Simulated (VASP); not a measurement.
# SiC (F-43m) in VASP: notebook

SiC is run at these levels: r2SCAN, PBEsol; tasks: single point.

All numbers are computed with VASP 6.6.1; they aren't measurements. Logs are shortened: lines on timing, memory, paths and dates and some standing lists are left out, and cuts for length are marked.

### 1 The cell of the first run

Symmetry: F-43m, No. 216, cubic system. Conventional cell: a = 4.357 Å, b = 4.357 Å, c = 4.357 Å, α = 90.00°, β = 90.00°, γ = 90.00°. Within 2.5 Å of Si (site symmetry -43m) lie 4 C at 1.89 Å. Within 2.5 Å of C (site symmetry -43m) lie 4 Si at 1.89 Å.

### 2 Single point, r2SCAN

Input file POSCAR:

```
SiC
1.0
    8.7137060000      0.0000000000      0.0000000000
    0.0000000000      8.7137060000      0.0000000000
    0.0000000000      0.0000000000      8.7137060000
Si C
32 32
Direct
    0.0000000000      0.0000000000      0.0000000000
    0.0000000000      0.0000000000      0.5000000000
    0.0000000000      0.5000000000      0.0000000000
    0.0000000000      0.5000000000      0.5000000000
    0.5000000000      0.0000000000      0.0000000000
    0.5000000000      0.0000000000      0.5000000000
    0.5000000000      0.5000000000      0.0000000000
    0.5000000000      0.5000000000      0.5000000000
    0.2500000000      0.2500000000      0.0000000000
    0.2500000000      0.2500000000      0.5000000000
    0.2500000000      0.7500000000      0.0000000000
    0.2500000000      0.7500000000      0.5000000000
    0.7500000000      0.2500000000      0.0000000000
    0.7500000000      0.2500000000      0.5000000000
    0.7500000000      0.7500000000      0.0000000000
    0.7500000000      0.7500000000      0.5000000000
    0.2500000000      0.0000000000      0.2500000000
    0.2500000000      0.0000000000      0.7500000000
    0.2500000000      0.5000000000      0.2500000000
    0.2500000000      0.5000000000      0.7500000000
    0.7500000000      0.0000000000      0.2500000000
    0.7500000000      0.0000000000      0.7500000000
    0.7500000000      0.5000000000      0.2500000000
    0.7500000000      0.5000000000      0.7500000000
    0.0000000000      0.2500000000      0.2500000000
    0.0000000000      0.2500000000      0.7500000000
    0.0000000000      0.7500000000      0.2500000000
    0.0000000000      0.7500000000      0.7500000000
    0.5000000000      0.2500000000      0.2500000000
    0.5000000000      0.2500000000      0.7500000000
    0.5000000000      0.7500000000      0.2500000000
    0.5000000000      0.7500000000      0.7500000000
    0.1250000000      0.1250000000      0.1250000000
    0.1250000000      0.1250000000      0.6250000000
    0.1250000000      0.6250000000      0.1250000000
    0.1250000000      0.6250000000      0.6250000000
    0.6250000000      0.1250000000      0.1250000000
    0.6250000000      0.1250000000      0.6250000000
    0.6250000000      0.6250000000      0.1250000000
    0.6250000000      0.6250000000      0.6250000000
    0.3750000000      0.3750000000      0.1250000000
    0.3750000000      0.3750000000      0.6250000000
    0.3750000000      0.8750000000      0.1250000000
    0.3750000000      0.8750000000      0.6250000000
    0.8750000000      0.3750000000      0.1250000000
    0.8750000000      0.3750000000      0.6250000000
    0.8750000000      0.8750000000      0.1250000000
    0.8750000000      0.8750000000      0.6250000000
    0.3750000000      0.1250000000      0.3750000000
    0.3750000000      0.1250000000      0.8750000000
    0.3750000000      0.6250000000      0.3750000000
    0.3750000000      0.6250000000      0.8750000000
    0.8750000000      0.1250000000      0.3750000000
    0.8750000000      0.1250000000      0.8750000000
    0.8750000000      0.6250000000      0.3750000000
    0.8750000000      0.6250000000      0.8750000000
    0.1250000000      0.3750000000      0.3750000000
    0.1250000000      0.3750000000      0.8750000000
    0.1250000000      0.8750000000      0.3750000000
    0.1250000000      0.8750000000      0.8750000000
    0.6250000000      0.3750000000      0.3750000000
    0.6250000000      0.3750000000      0.8750000000
    0.6250000000      0.8750000000      0.3750000000
    0.6250000000      0.8750000000      0.8750000000
```

Input file INCAR.step1:

```
ALGO = Normal ; EDIFF = 1E-5
ENCUT = 770 ; GGA = PE
GGA_COMPAT = False ; ISMEAR = -1
ISYM = -1 ; LASPH = True
LCHARG = False ; LREAL = Auto
LWAVE = True ; NBANDS = 166
NELM = 120 ; PREC = Accurate
SIGMA = 0.05
```

Input file INCAR.step2:

```
ALGO = Normal ; EDIFF = 1E-6
ENCUT = 770 ; GGA_COMPAT = False
ISIF = 2 ; ISMEAR = -1
ISTART = 1 ; ISYM = -1
LASPH = True ; LCHARG = False
LMIXTAU = True ; LREAL = Auto
LWAVE = False ; METAGGA = R2SCAN
NBANDS = 166 ; NELM = 120
PREC = Accurate ; SIGMA = 0.05
```

Input file KPOINTS:

```
explicit points
1
Reciprocal
  0.25000000   0.25000000   0.25000000 1
```

Potentials or basis: VASP PAW PBE potentials, release 64 (Si, C).

Launch:

```
$ cat potpaw_PBE.64/Si/POTCAR potpaw_PBE.64/C/POTCAR > POTCAR
$ cp INCAR.step1 INCAR
$ mpirun -np 1 vasp_std > vasp.out
$ cp INCAR.step2 INCAR
$ mpirun -np 1 vasp_std > vasp.out
```

OUTCAR:

```text
EDIFF = 1E-6
   ENCUT = 770
   ISIF = 2
   ISMEAR = -1
   ISTART = 1
   ISYM = -1
   LASPH = True
   LREAL = Auto
   METAGGA = R2SCAN
   NELM = 120
   PREC = Accurate

 ion  position               nearest neighbor table
   1  0.000  0.000  0.000-  33 1.89  47 1.89  54 1.89  60 1.89  17 3.08  18 3.08  21 3.08  22 3.08
                            25 3.08  26 3.08  27 3.08  28 3.08   9 3.08  11 3.08  13 3.08  15 3.08
   2  0.000  0.000  0.500-  34 1.89  48 1.89  53 1.89  59 1.89  17 3.08  18 3.08  21 3.08  22 3.08
                            25 3.08  26 3.08  27 3.08  28 3.08  10 3.08  12 3.08  14 3.08  16 3.08
   3  0.000  0.500  0.000-  35 1.89  45 1.89  56 1.89  58 1.89  19 3.08  20 3.08  23 3.08  24 3.08
                            25 3.08  26 3.08  27 3.08  28 3.08   9 3.08  11 3.08  13 3.08  15 3.08
   4  0.000  0.500  0.500-  36 1.89  46 1.89  55 1.89  57 1.89  19 3.08  20 3.08  23 3.08  24 3.08
                            25 3.08  26 3.08  27 3.08  28 3.08  10 3.08  12 3.08  14 3.08  16 3.08
   5  0.500  0.000  0.000-  37 1.89  43 1.89  50 1.89  64 1.89  17 3.08  18 3.08  21 3.08  22 3.08
                            29 3.08  30 3.08  31 3.08  32 3.08   9 3.08  11 3.08  13 3.08  15 3.08
   6  0.500  0.000  0.500-  38 1.89  44 1.89  49 1.89  63 1.89  17 3.08  18 3.08  21 3.08  22 3.08
                            29 3.08  30 3.08  31 3.08  32 3.08  10 3.08  12 3.08  14 3.08  16 3.08
   7  0.500  0.500  0.000-  39 1.89  41 1.89  52 1.89  62 1.89  19 3.08  20 3.08  23 3.08  24 3.08
                            29 3.08  30 3.08  31 3.08  32 3.08   9 3.08  11 3.08  13 3.08  15 3.08
   8  0.500  0.500  0.500-  40 1.89  42 1.89  51 1.89  61 1.89  19 3.08  20 3.08  23 3.08  24 3.08
                            29 3.08  30 3.08  31 3.08  32 3.08  10 3.08  12 3.08  14 3.08  16 3.08
   9  0.250  0.250  0.000-  33 1.89  41 1.89  50 1.89  58 1.89  17 3.08  18 3.08  19 3.08  20 3.08
                            25 3.08  26 3.08  29 3.08  30 3.08   1 3.08   3 3.08   5 3.08   7 3.08
  10  0.250  0.250  0.500-  34 1.89  42 1.89  49 1.89  57 1.89  17 3.08  18 3.08  19 3.08  20 3.08
                            25 3.08  26 3.08  29 3.08  30 3.08   2 3.08   4 3.08   6 3.08   8 3.08
  11  0.250  0.750  0.000-  35 1.89  43 1.89  52 1.89  60 1.89  17 3.08  18 3.08  19 3.08  20 3.08
                            27 3.08  28 3.08  31 3.08  32 3.08   1 3.08   3 3.08   5 3.08   7 3.08
  12  0.250  0.750  0.500-  36 1.89  44 1.89  51 1.89  59 1.89  17 3.08  18 3.08  19 3.08  20 3.08
                            27 3.08  28 3.08  31 3.08  32 3.08   2 3.08   4 3.08   6 3.08   8 3.08
  13  0.750  0.250  0.000-  37 1.89  45 1.89  54 1.89  62 1.89  21 3.08  22 3.08  23 3.08  24 3.08
                            25 3.08  26 3.08  29 3.08  30 3.08   1 3.08   3 3.08   5 3.08   7 3.08
  14  0.750  0.250  0.500-  38 1.89  46 1.89  53 1.89  61 1.89  21 3.08  22 3.08  23 3.08  24 3.08
                            25 3.08  26 3.08  29 3.08  30 3.08   2 3.08   4 3.08   6 3.08   8 3.08
  15  0.750  0.750  0.000-  39 1.89  47 1.89  56 1.89  64 1.89  21 3.08  22 3.08  23 3.08  24 3.08
                            27 3.08  28 3.08  31 3.08  32 3.08   1 3.08   3 3.08   5 3.08   7 3.08
[... 64 lines left out ...]
  63  0.625  0.875  0.375-   6 1.89  16 1.89  21 1.89  31 1.89
  64  0.625  0.875  0.875-   5 1.89  15 1.89  22 1.89  32 1.89

IMPORTANT INFORMATION: All symmetrisations will be switched off!
NOSYMM: (Re-)initialisation of all symmetry stuff for point group C_1.

----------------------------------------------------------------------------------------

                                     Primitive cell

  volume of cell :     661.6201

  direct lattice vectors                    reciprocal lattice vectors
     8.713706000  0.000000000  0.000000000     0.114761733  0.000000000  0.000000000
     0.000000000  8.713706000  0.000000000     0.000000000  0.114761733  0.000000000
     0.000000000  0.000000000  8.713706000     0.000000000  0.000000000  0.114761733

  length of vectors
     8.713706000  8.713706000  8.713706000     0.114761733  0.114761733  0.114761733

  position of ions in fractional coordinates (direct lattice)
     0.000000000  0.000000000  0.000000000
     0.000000000  0.000000000  0.500000000
     0.000000000  0.500000000  0.000000000
     0.000000000  0.500000000  0.500000000
     0.500000000  0.000000000  0.000000000
     0.500000000  0.000000000  0.500000000
[... 56 lines left out ...]
     0.625000000  0.875000000  0.375000000
     0.625000000  0.875000000  0.875000000

  ion indices of the primitive-cell ions
   primitive index   ion index
                 1           1
                 2           2
                 3           3
                 4           4
                 5           5
                 6           6
[... 56 lines left out ...]
                63          63
                64          64

----------------------------------------------------------------------------------------

 KPOINTS: explicit points

Read explicit list of k-points.

 Found      1 k-points:

 Following reciprocal coordinates:
            Coordinates               Weight
  0.250000  0.250000  0.250000      1.000000
   k-points           NKPTS =      1   k-points in BZ     NKDIM =      1   number of bands    NBANDS=    166
   number of dos      NEDOS =    301   number of ions     NIONS =     64
   total plane-waves  NPLWV = 512000
   dimension x,y,z NGX =    80 NGY =   80 NGZ =   80
   dimension x,y,z NGXF=   160 NGYF=  160 NGZF=  160
   ions per type =              32  32
   NGX,Y,Z   is equivalent  to a cutoff of  15.26, 15.26, 15.26 a.u.
   NGXF,Y,Z  is equivalent  to a cutoff of  30.53, 30.53, 30.53 a.u.
 SYSTEM =  unknown system
   PREC   = accura    normal or accurate (medium, high low for compatibility)
   ISTART =      1    job   : 0-new  1-cont  2-samecut
   ICHARG =      0    charge: 1-file 2-atom 10-const
   ISPIN  =      1    spin polarized calculation?
   LNONCOLLINEAR =      F non collinear calculations
   LSORBIT =      F    spin-orbit coupling
   LASPH  =      T    aspherical Exc in radial PAW
   ENCUT  =  770.0 eV  56.59 Ry    7.52 a.u.  19.72 19.72 19.72*2*pi/ulx,y,z
   NELM   =    120;   NELMIN=  2; NELMDL=  0     # of ELM steps
   EDIFF  = 0.1E-05   stopping-criterion for ELM
   LREAL  =      T    real-space projection
   EDIFFG = 0.1E-04   stopping-criterion for IOM
   NSW    =      0    number of steps for IOM
   IBRION =     -1    ionic relax: 0-MD 1-quasi-New 2-CG
   NFREE  =      0    steps in history (QN), initial steepest desc. (CG)
   ISIF   =      2    stress and relaxation
   ISYM   =     -1    0-nonsym 1-usesym 2-fastsym
   POTIM  = 0.5000    time-step for ionic-motion
   TEBEG  =    0.0;   TEEND  =   0.0 temperature during run
   PSTRESS=    0.0 pullay stress
   NELECT =     256.0000    total number of electrons
   NUPDOWN=      -1.0000    fix difference up-down
   EMIN   =  10.00;   EMAX   =-10.00  energy-range for DOS
   EFERMI =   0.00;   METHOD = LEGACY
   ISMEAR =    -1;   SIGMA  =   0.05  broadening in eV -4-tet -1-fermi 0-gaus
   EFERMI_NEDOS =   21; number of points for ismear=-14 and -15
   IALGO  =     38    algorithm
   IMIX   =      4    mixing-type and parameters
     AMIX     =   0.40;   BMIX     =  1.00
     AMIX_MAG =   1.60;   BMIX_MAG =  1.00
  volume/ion in A,a.u.               =      10.34        69.76
  Fermi-wavevector in a.u.,A,eV,Ry     =   1.192940  2.254330 19.362529  1.423106
  Thomas-Fermi vector in A             =   2.328966
   LORBIT       =      0    0 simple, 1 ext, 2 COOP (PROOUT), +10 PAW based schemes
   METAGGA = R2SCAN    functional components
   LHFCALC =     F    Hartree Fock is set to
   AEXX    =    0.0000 exact exchange contribution
   IVDW    =     0    specifies the selected vdW correction
   LEPSILON=     F    determine dielectric tensor
   LRPA    =     F    only Hartree local field effects (RPA)
 non-spin polarized calculation
  energy-cutoff  :      770.00
  volume of cell :      661.62
 maximum number of plane-waves:     32132
 NGX is ok and might be reduce to    80
   NGX = 39   NGY = 39   NGZ = 39

 number of electron     255.9999985 magnetization

 Free energy of the ion-electron system (eV)
  ---------------------------------------------------
  ext. energy  EPLUGINS =         0.00000000
  ---------------------------------------------------
  free energy    TOTEN  =      -618.69825264 eV

  energy without entropy =     -618.69825264  energy(sigma->0) =     -618.69825264

 E-fermi :   9.0224     XC(G=0): -11.9371

 val. band max:        7.7739248946   @ k =   0.2500   0.2500   0.2500
 cond. band min:      10.6544730662   @ k =   0.2500   0.2500   0.2500
 fundamental gap:      2.8805481716
 Fermi energy:         9.0223567548

 k-point     1 :       0.2500    0.2500    0.2500
  band No.  band energies     occupation
      1      -7.8789      2.00000
      2      -7.0531      2.00000
      3      -7.0531      2.00000
      4      -7.0531      2.00000
      5      -6.2696      2.00000
      6      -6.2696      2.00000
[... 132 lines left out ...]
    139      12.8018      0.00000
    140      12.8018      0.00000
 [bands above 140 left out]

------------------------ aborting loop because EDIFF is reached ----------------------------------------

  FORCE on cell =-STRESS in cart. coord.  units (eV):
  Direction    XX          YY          ZZ          XY          YZ          ZX
  --------------------------------------------------------------------------------------
  -------------------------------------------------------------------------------------
  Total       -0.7785338     -0.7785332     -0.7785368     -3.6921558     -3.6921523     -3.6921520
  in kB       -1.8852951     -1.8852937     -1.8853023     -8.9409135     -8.9409049     -8.9409042
  external PRESSURE =      -1.8852970 kB  Pullay stress =       0.0000000 kB

 VOLUME and BASIS-vectors are now :
 -----------------------------------------------------------------------------
  energy-cutoff  :      770.00
  volume of cell :      661.62
      direct lattice vectors                 reciprocal lattice vectors
     8.713706000  0.000000000  0.000000000     0.114761733  0.000000000  0.000000000
     0.000000000  8.713706000  0.000000000     0.000000000  0.114761733  0.000000000
     0.000000000  0.000000000  8.713706000     0.000000000  0.000000000  0.114761733

 POSITION                                       TOTAL-FORCE (eV/Angst)
 -----------------------------------------------------------------------------------
      0.00000      0.00000      0.00000        -0.034518     -0.034519     -0.034519
      0.00000      0.00000      4.35685        -0.034518     -0.034519     -0.034519
      0.00000      4.35685      0.00000        -0.034519     -0.034519     -0.034519
      0.00000      4.35685      4.35685        -0.034519     -0.034519     -0.034519
      4.35685      0.00000      0.00000        -0.034518     -0.034518     -0.034519
      4.35685      0.00000      4.35685        -0.034518     -0.034518     -0.034519
[... 56 lines left out ...]
      5.44607      7.62449      3.26764         0.034519      0.034519      0.034518
      5.44607      7.62449      7.62449         0.034519      0.034519      0.034518
 -----------------------------------------------------------------------------------
    total drift:                               -0.001750     -0.001750     -0.001751

  FREE ENERGIE OF THE ION-ELECTRON SYSTEM (eV)
  ---------------------------------------------------
  free  energy   TOTEN  =      -618.6982526404 eV

  energy  without entropy=     -618.6982526403  energy(sigma->0) =     -618.69825264
```

Run time: 27 min. Hardware: 1 thread of AMD EPYC 7R43 (Zen 3), shared host; peak memory 1.1 GiB.

The run converged, but its numbers aren't listed here, since they failed a check.

Caveat: the result breaks the symmetry of the cell; the PAW data sets were made with another functional, which shifts forces and pressure a little; a shifted mesh leaves out Γ, where band edges can lie.

### 3 Single point, PBEsol

Input file INCAR:

```
PREC     = Accurate       # precision mode
ENCUT    = 520            # plane-wave cutoff, eV
EDIFF    = 1E-6           # SCF threshold, eV
ISMEAR   = -1             # smearing method
SIGMA    = 0.05           # smearing width, eV
LREAL    = Auto         
LASPH    = T              # aspherical terms in the spheres
NELM     = 100            # most SCF steps
ALGO     = Normal         # electronic algorithm
ISIF     = 2              # what is computed and relaxed
LWAVE    = F              # write WAVECAR
LCHARG   = F              # write CHGCAR
GGA      = PS             # functional
NBANDS   = 166            # bands
ISYM     = 0
```

Input file KPOINTS:

```
Automatic mesh
0
Gamma
  1 1 1
  0.25 0.25 0.25
```

POSCAR is that of step 2.

Potentials or basis: VASP PAW PBE potentials, release 64 (Si, C).

Launch:

```
$ cat potpaw_PBE.64/Si/POTCAR potpaw_PBE.64/C/POTCAR > POTCAR
$ mpirun -np 1 vasp_std > vasp.out
```

Wall time 21 min (1 thread of Intel Xeon 8259CL, shared host); peak memory 0.83 GiB.

It converged, with:

- Free energy: -509.2707 eV
- Pressure: 0.4 GPa
- Band gap on the k mesh: 2.35 eV

Levels at points of the mesh, in eV from the valence-band top:
```csv
k point,band 124,band 125,band 126,band 127,band 128,band 129,band 130,band 131,band 132,band 133
"(0.25, 0.25, 0.25)",-0.38,-0.38,-0.38,0.00,0.00,2.35,2.35,2.35,3.68,3.68
```

Caveat: the PAW data sets were made with another functional, which shifts forces and pressure a little; a shifted mesh leaves out Γ, where band edges can lie.

### 4 Single point, r2SCAN

POSCAR is that of step 3.

Input file INCAR.step1:

```
ALGO = Normal ; EDIFF = 1E-4
ENCUT = 520 ; GGA = PE
ISMEAR = -1 ; ISYM = 0
LASPH = True ; LCHARG = False
LREAL = Auto ; LWAVE = True
NBANDS = 166 ; NELM = 80
PREC = Accurate ; SIGMA = 0.05
```

Input file INCAR.step2:

```
ALGO = Normal ; EDIFF = 1E-6
ENCUT = 520 ; ISIF = 2
ISMEAR = -1 ; ISTART = 1
ISYM = 0 ; LASPH = True
LCHARG = False ; LMIXTAU = True
LREAL = Auto ; LWAVE = False
METAGGA = R2SCAN ; NBANDS = 166
NELM = 80 ; PREC = Accurate
SIGMA = 0.05
```

KPOINTS is that of step 3.

Launch:

```
$ cat potpaw_PBE.64/Si/POTCAR potpaw_PBE.64/C/POTCAR > POTCAR
$ cp INCAR.step1 INCAR
$ mpirun -np 1 vasp_std > vasp.out
$ cp INCAR.step2 INCAR
$ mpirun -np 1 vasp_std > vasp.out
```

Wall time 82 min (1 thread of Intel Xeon 8259CL, shared host); peak memory 0.95 GiB.

It converged, with:

| Item | Value |
| --- | --- |
| Free energy | -618.4612 eV |
| Pressure | -0.3 GPa |
| Band gap on the k mesh | 2.87 eV |

Levels at points of the mesh, in eV from the valence-band top:
```csv
k point,band 124,band 125,band 126,band 127,band 128,band 129,band 130,band 131,band 132,band 133
"(0.25, 0.25, 0.25)",-0.40,-0.40,-0.40,0.00,0.00,2.87,2.87,2.87,4.25,4.25
```

Caveat: the PAW data sets were made with another functional, which shifts forces and pressure a little; a shifted mesh leaves out Γ, where band edges can lie. A k mesh can miss the band edges.
